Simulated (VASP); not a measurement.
Here is a VASP 6.6.1 calculation.

Contents of POSCAR:

```
Cu
1.0
   -1.4427933200      1.4427933200      1.3760814500
    1.4427933200     -1.4427933200      1.3760814500
    1.4427933200      1.4427933200     -1.3760814500
Cu
1
Direct
    0.0000000000      0.0000000000      0.0000000000
```

File INCAR.step1:

```
PREC     = Accurate       # precision mode
ENCUT    = 520            # plane-wave cutoff, eV
ISMEAR   = 0              # smearing method
SIGMA    = 0.1            # smearing width, eV
LREAL    = False          # projectors in reciprocal space
LASPH    = True           # aspherical terms in the spheres
NELM     = 100            # most SCF steps
NBANDS   = 12             # bands
GGA      = PE             # functional
ALGO     = Normal         # electronic algorithm
EDIFF    = 1E-4           # SCF threshold, eV
LWAVE    = True           # write WAVECAR
LCHARG   = False          # write CHGCAR
```

INCAR.step2

```
PREC     = Accurate       # precision mode
ENCUT    = 520            # plane-wave cutoff, eV
EDIFF    = 1E-6           # SCF threshold, eV
ISMEAR   = 0              # smearing method
SIGMA    = 0.1            # smearing width, eV
LREAL    = False          # projectors in reciprocal space
LASPH    = True           # aspherical terms in the spheres
NELM     = 100            # most SCF steps
ALGO     = Normal         # electronic algorithm
ISIF     = 2              # what is computed and relaxed
LWAVE    = False          # write WAVECAR
LCHARG   = True           # write CHGCAR
METAGGA  = R2SCAN         # meta-GGA
LMIXTAU  = True         
LELF     = True           # ELF
LVHAR    = True         
NBANDS   = 12             # bands
ISTART   = 1
```

Contents of KPOINTS:

```
Automatic mesh
0
Gamma
  8 8 8
```

Potentials or basis: VASP PAW PBE potentials, release 64 (Cu).

Run with:

```sh
$ cat potpaw_PBE.64/Cu/POTCAR > POTCAR
$ cp INCAR.step1 INCAR
$ mpirun -np 1 vasp_std > vasp.out
$ cp INCAR.step2 INCAR
$ mpirun -np 1 vasp_std > vasp.out
```

Problem. Estimate the pressure.

Solution. 1.2 GPa.

Stress tensor (GPa, compression positive):
```
1.02 0.00 0.00
0.00 1.02 0.00
0.00 0.00 1.46
```

Caveat: the k points lie up to 0.39 Å⁻¹ apart; the PAW data sets were made with another functional, which shifts forces and pressure a little.
